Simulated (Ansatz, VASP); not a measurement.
# Two plane-wave programs on Os

The input INCAR:

```
PREC = Accurate
ENCUT = 520
EDIFF = 1E-8
ISMEAR = -1
SIGMA = 0.05
LREAL = F
LASPH = T
NELM = 80
ALGO = Normal
ISIF = 2
LWAVE = F
LCHARG = F
GGA = PS
LEFG = T
NBANDS = 10
```

KPOINTS

```
Automatic mesh
0
Gamma
  14 14 14
```

File POSCAR:

```
Os
1.0
   -0.0389000000      1.9255500000      1.9255500000
    1.9255500000     -0.0389000000      1.9255500000
    1.9255500000      1.9255500000     -0.0389000000
Os
1
Direct
    0.0000000000      0.0000000000      0.0000000000
```

Input for Ansatz:

```yaml
crystal:
  lattice:
    - [-0.0389, 1.92555, 1.92555]
    - [1.92555, -0.0389, 1.92555]
    - [1.92555, 1.92555, -0.0389]
  atoms:
    - { symbol: Os, position: [0.0, 0.0, 0.0] }
kpoints:
  mp_grid: { grid: [14, 14, 14] }
scf:
  occupations: { method: fermi_dirac, width: 0.05 }
hamiltonian:
  xc: pbesol
  pseudopotentials: { kind: paw }
output:
  forces: true
  stress: true
  eigenvalues: true
  efg: { contact_densities: true }
```

Change from the starting cell: equal xy, yz and zx shear strains of -2 %, PAW files.

Alike in both runs: task electric field gradients; functional PBEsol; k mesh 14 × 14 × 14; occupations fermi-dirac, width 0.05 eV; no spin polarisation.

|  | VASP | Ansatz |
| --- | --- | --- |
| version | VASP 6.6.1 | Ansatz 0.2.0 |
| potentials or method | VASP PAW PBE potentials, release 64 (Os) | PAW with Ansatz's default frozen-core files, scalar-relativistic |
| plane-wave cutoff (eV) | 520 | 420 |
| valence electrons in the cell | 8 | 16 |

|  | VASP | Ansatz | Ansatz less VASP |
| --- | --- | --- | --- |
| pressure (GPa) | -19.5 | -19.4 | +0.02 |
| traceless stress, the component that is largest in VASP (GPa) | 5.00 | 5.01 | +0.019 |
| size of Vzz on the site where it differs most (V/Å²) | 61.3 | 50.0 | -11.34 |

VASP's potentials were made for PBE, not for PBEsol. The functional is the same, so the differences come from potentials, cutoffs and numerics. VASP's potentials hold 8 valence electrons a cell and Ansatz's 16, so a difference there can come from the potentials and not from the codes.

Neither program's run includes spin-orbit coupling.
